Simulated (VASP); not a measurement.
Input of a VASP 6.6.1 run:

INCAR

```
ALGO     = Normal         # electronic algorithm
DIPOL    = 0.5 0.5 0.500
EDIFF    = 1E-7           # SCF threshold, eV
ENCUT    = 520            # plane-wave cutoff, eV
GGA      = PE             # functional
IDIPOL   = 3            
ISIF     = 2              # what is computed and relaxed
ISMEAR   = 0              # smearing method
IVDW     = 12             # dispersion correction
LASPH    = T              # aspherical terms in the spheres
LCHARG   = F              # write CHGCAR
LDIPOL   = T            
LREAL    = F              # projectors in reciprocal space
LWAVE    = F              # write WAVECAR
NBANDS   = 11             # bands
NELM     = 100            # most SCF steps
PREC     = Accurate       # precision mode
SIGMA    = 0.02           # smearing width, eV
```

File KPOINTS:

```
k-points
0
Gamma
  12 12 1
```

The input POSCAR:

```
BN
1.0
    2.4800000000      0.0000000000      0.0000000000
   -1.2400000000      2.1477430014      0.0000000000
    0.0000000000      0.0000000000     26.0000000000
B N
1 1
Direct
    0.0000000000      0.0000000000      0.5027500000
    0.6666666667      0.3333333333      0.4972500000
```

Potentials or basis: VASP PAW PBE potentials, release 64 (B, N).

Launch:

```sh
$ cat potpaw_PBE.64/B/POTCAR potpaw_PBE.64/N/POTCAR > POTCAR
$ mpirun -np 1 vasp_std > vasp.out
```

Task: Estimate the band gap on the k mesh.

Result: 4.26 eV (least direct gap 4.63 eV).

Task: Predict the largest force.

Result: 2.041 eV/Å.

Forces in eV/Å, atoms in the order of the input:
```
B    0.000  0.000 -2.041
N    0.000  0.000  2.041
```
